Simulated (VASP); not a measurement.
Runs of VASP 6.6.1 on NiO. The structure is cubic, space group Fm-3m (No. 225). Conventional cell: a = 4.179 Å, b = 4.179 Å, c = 4.179 Å, α = 90.00°, β = 90.00°, γ = 90.00°. Within 2.8 Å of O (site symmetry m-3m) lie 6 Ni at 2.09 Å. Ni (site symmetry m-3m) has 6 O at 2.09 Å within 2.8 Å. 

```tsv
spin	fixed moment (μB)	pressure (GPa)	moment (μB)
collinear, ferromagnetic start	0.41	-2.4	0.41
collinear, ferromagnetic start	2.9	(b)	2.90
collinear, ferromagnetic start	-	-2.9	0.07
collinear, ferromagnetic start	2.48	20.0	2.48
collinear, ferromagnetic start	1.24	0.6	1.24
collinear, ferromagnetic start	3.31	43.8	3.31
collinear, ferromagnetic start	1.65	(a)	1.65
collinear, zero start	0.0	-2.8	0.00
collinear, ferromagnetic start	0.83	-0.9	0.83
collinear, ferromagnetic start	2.07	9.6	2.07
```

Alike in all rows: task single point; level PBE; potentials or basis VASP PAW PBE potentials, release 64 (O, Ni); cell as given; k mesh 10 × 10 × 10; cutoff (eV) 520; smearing fermi-dirac 0.03 eV.

Problem. Fill in the values left out.

Solution. (a) 3.9; (b) 32.0.

Caveats: the total moment is fixed, so each spin has its own Fermi level (some runs); a cell with one magnetic atom can't hold antiferromagnetic order, which such compounds often take (some runs).
